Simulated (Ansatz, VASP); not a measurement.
Ga2SnSe3 in VASP and in Ansatz

File INCAR:

```
SYSTEM = Ga2SnSe3
PREC = Accurate
ENCUT = 520
EDIFF = 1E-6
ISMEAR = 0
SIGMA = 0.1
LREAL = .False.
LASPH = .True.
NELM = 60
ALGO = Normal
ISIF = 2
LWAVE = .False.
LCHARG = .False.
GGA = PE
NBANDS = 38
```

File KPOINTS:

```
Automatic mesh
0
Gamma
  4 4 4
  0 0 0
```

POSCAR

```
Ga2SnSe3
1.0
    4.2864114200      0.0000000000      0.0000000000
    0.0000000000      4.2864114200      0.0000000000
    0.0000000000      0.0000000000      5.0179005700
Ga Sn Se
2 1 3
Direct
    0.0000000000      0.0000000000      0.7184213900
    0.0000000000      0.0000000000      0.2815786100
    0.0000000000      0.0000000000      0.0000000000
    0.0000000000      0.5000000000      0.5000000000
    0.5000000000      0.0000000000      0.5000000000
    0.5000000000      0.5000000000      0.0000000000
```

Input for Ansatz:

```yaml
crystal:
  lattice:
    - [4.28641142, 0.0, 0.0]
    - [0.0, 4.28641142, 0.0]
    - [0.0, 0.0, 5.01790057]
  atoms:
    - { symbol: Ga, position: [0.0, 0.0, 0.71842139] }
    - { symbol: Ga, position: [0.0, 0.0, 0.28157861] }
    - { symbol: Sn, position: [0.0, 0.0, 0.0] }
    - { symbol: Se, position: [0.0, 0.5, 0.5] }
    - { symbol: Se, position: [0.5, 0.0, 0.5] }
    - { symbol: Se, position: [0.5, 0.5, 0.0] }
basis:
  ecutwfc: 420
kpoints:
  mp_grid: { grid: [4, 4, 4] }
hamiltonian:
  xc: pbe
scf:
  occupations: { method: gaussian, width: 0.1 }
  lower_state_search: "off"
output:
  forces: true
  stress: true
  eigenvalues: true
```

Alike in both runs: task single point; functional PBE; k mesh 4 × 4 × 4; occupations gaussian, width 0.1 eV; no spin polarisation.

|  | VASP | Ansatz |
| --- | --- | --- |
| version | VASP 6.6.1 | Ansatz 0.2.0 |
| potentials or method | VASP PAW PBE potentials, release 64 (Ga_d, Sn_d, Se), cutoff 520 eV | scalar-relativistic, plane waves, PAW |
| valence electrons in the cell | 58 | 88 |

VASP gave:

| Property | Result |
| --- | --- |
| gap on the k mesh at the Fermi level (eV) | none |
| rms of the force components (eV/Å) | 22.416 |

Q: Estimate Ansatz's values.

A: gap on the k mesh at the Fermi level (eV): none; rms of the force components (eV/Å): 36.485.

Atom by atom the forces differ by 14.069 eV/Å (rms over components). A gap of «none» marks a metal or a gap that the smearing closes. VASP's potentials hold 58 valence electrons a cell and Ansatz's 88, so a difference there can come from the potentials and not from the codes.

The k mesh is coarse, so the values compare programs but aren't converged.
